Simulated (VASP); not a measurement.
Runs of VASP 6.6.1 on Sr. The structure is that of space group P6_3/mmc (No. 194), or close to it. The cells are those of the table. This isn't the form of Sr at room conditions, which is fcc.

```tsv
task	cell	k mesh	cutoff (eV)	gap on the mesh (eV)	pressure (GPa)
single point	a = 4.133, b = 4.133, c = 6.752 Å, angles 90.0, 90.0, 120.0°, 2 atoms	10 × 10 × 5	520	none	(a)
relaxation of cell and atoms	relaxed from a = 4.303, b = 4.303, c = 7.026 Å, angles 90.0, 90.0, 120.0°, 2 atoms	9 × 9 × 5	600	none	0.0
single point	a = 4.425, b = 4.425, c = 7.229 Å, angles 90.0, 90.0, 120.0°, 2 atoms	10 × 10 × 5	520	none	-0.7
single point	a = 4.370, b = 4.370, c = 7.139 Å, angles 90.0, 90.0, 120.0°, 2 atoms	10 × 10 × 5	520	none	-0.4
single point	a = 4.313, b = 4.313, c = 7.046 Å, angles 90.0, 90.0, 120.0°, 2 atoms	9 × 9 × 5	520	none	0.0
single point	a = 4.255, b = 4.255, c = 6.951 Å, angles 90.0, 90.0, 120.0°, 2 atoms	10 × 10 × 5	520	none	0.5
single point	a = 4.479, b = 4.479, c = 7.317 Å, angles 90.0, 90.0, 120.0°, 2 atoms	10 × 10 × 5	520	none	-1.0
single point	a = 4.195, b = 4.195, c = 6.853 Å, angles 90.0, 90.0, 120.0°, 2 atoms	10 × 10 × 5	520	none	(b)
single point	a = 4.313, b = 4.313, c = 7.046 Å, angles 90.0, 90.0, 120.0°, 2 atoms	10 × 10 × 5	520	none	0.0
single point	a = 4.313, b = 4.313, c = 7.046 Å, angles 90.0, 90.0, 120.0°, 2 atoms	14 × 14 × 8	520	none	0.0
```

Alike in all rows: level BLYP; potentials or basis VASP PAW PBE potentials, release 64 (Sr_sv); no spin polarisation; smearing fermi-dirac 0.1 eV.

**Question.** Fill in the values left out.

**Answer.** (a) 1.7; (b) 1.0.

Caveats: the PAW data sets were made with another functional, which shifts forces and pressure a little.

A k mesh can miss the band edges, and the runs leave out spin-orbit coupling on Sr.

A gap of «none» marks levels without a gap at the run's occupations.
